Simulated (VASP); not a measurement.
Here is a VASP 6.6.1 calculation.

Contents of INCAR:

```
SYSTEM = HfC
  PREC = Accurate
  ENCUT = 520
  EDIFF = 1E-8
  ISMEAR = -1
  SIGMA = 0.05
  LREAL = .False.
  LASPH = .True.
  NELM = 100
  ALGO = Normal
  ISIF = 2
  LWAVE = .False.
  LCHARG = .False.
  LEFG = .True.
  NBANDS = 14
```

The input KPOINTS:

```
regular mesh
0
Gamma
  14 14 14
  0 0 0
```

POSCAR

```
HfC
1.0
    0.0000000000      2.3625844756      2.3625844756
    2.3625844756      0.0000000000      2.3625844756
    2.3625844756      2.3625844756      0.0000000000
Hf C
1 1
Direct
    0.0000000000      0.0000000000      0.0000000000
    0.5000000000      0.5000000000      0.5000000000
```

Potentials or basis: VASP PAW LDA potentials, release 64 (Hf_pv, C).

Command:

```sh
$ cat potpaw_LDA.64/Hf_pv/POTCAR potpaw_LDA.64/C/POTCAR > POTCAR
$ mpirun -np 1 vasp_std > vasp.out
```

Problem. What does it give for the band gap on the k mesh?

Solution. Zero (band 7 reaches 6.47 eV, above the bottom of band 8 at 5.07 eV).

Problem. Predict the pressure.

Solution. -21.1 GPa.

Caveat: without QUAD_EFG the Cq values of the log hold for a quadrupole moment of 1 mb, not for the nuclei; spin-orbit coupling is left out, which moves the levels of the heavy elements.
